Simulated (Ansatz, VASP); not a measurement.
## GaSb in VASP and in Ansatz

Contents of INCAR:

```
ALGO = Normal
EDIFF = 1E-6
ENCUT = 520
GGA = PS
ISIF = 2
ISMEAR = 0
LASPH = T
LCHARG = F
LREAL = F
LWAVE = F
NBANDS = 16
NELM = 80
PREC = Accurate
SIGMA = 0.15
```

KPOINTS

```
k-points
0
Gamma
  18 18 18
```

File POSCAR:

```
GaSb
1.0
    0.0000000000      3.0556140972      2.9028333923
    3.0556140972      0.0000000000      2.9028333923
    3.0556140972      3.0556140972      0.0000000000
Ga Sb
1 1
Direct
    0.0000000000      0.0000000000      0.0000000000
    0.7500000000      0.7500000000      0.7500000000
```

Input for Ansatz:

```yaml
crystal:
  lattice:
    - [0.0, 3.0556140972, 2.9028333923]
    - [3.0556140972, 0.0, 2.9028333923]
    - [3.0556140972, 3.0556140972, 0.0]
  atoms:
    - { symbol: Ga, position: [0.0, 0.0, 0.0] }
    - { symbol: Sb, position: [0.75, 0.75, 0.75] }
basis:
  ecutwfc: 420
kpoints:
  mp_grid: { grid: [18, 18, 18] }
hamiltonian:
  xc: pbesol
scf:
  occupations: { method: gaussian, width: 0.15 }
output:
  forces: true
  stress: true
  eigenvalues: true
```

Change from the starting cell: strain +0.000 along x and y, -0.050 along z, atoms carried along.

Alike in both runs: task single point; functional PBEsol; k mesh 18 × 18 × 18; occupations gaussian, width 0.15 eV; no spin polarisation.

|  | VASP | Ansatz |
| --- | --- | --- |
| version | VASP 6.6.1 | Ansatz 0.2.0 |
| potentials or method | VASP PAW PBE potentials, release 64 (Ga_d, Sb), cutoff 520 eV | scalar-relativistic, plane waves, PAW |
| valence electrons in the cell | 18 | 28 |

|  | VASP | Ansatz | Ansatz less VASP |
| --- | --- | --- | --- |
| gap on the k mesh at the Fermi level (eV) | 0.18 | 0.16 | -0.014 |
| least direct gap on the mesh (eV) | 0.18 | 0.16 | -0.014 |
| pressure (GPa) | 3.1 | 3.0 | -0.12 |
| traceless stress, the component that is largest in VASP (GPa) | 1.36 | 1.36 | +0.003 |

VASP's potentials were made for PBE, not for PBEsol. VASP's potentials hold 18 valence electrons a cell and Ansatz's 28, so a difference there can come from the potentials and not from the codes.

Neither program's run includes spin-orbit coupling.
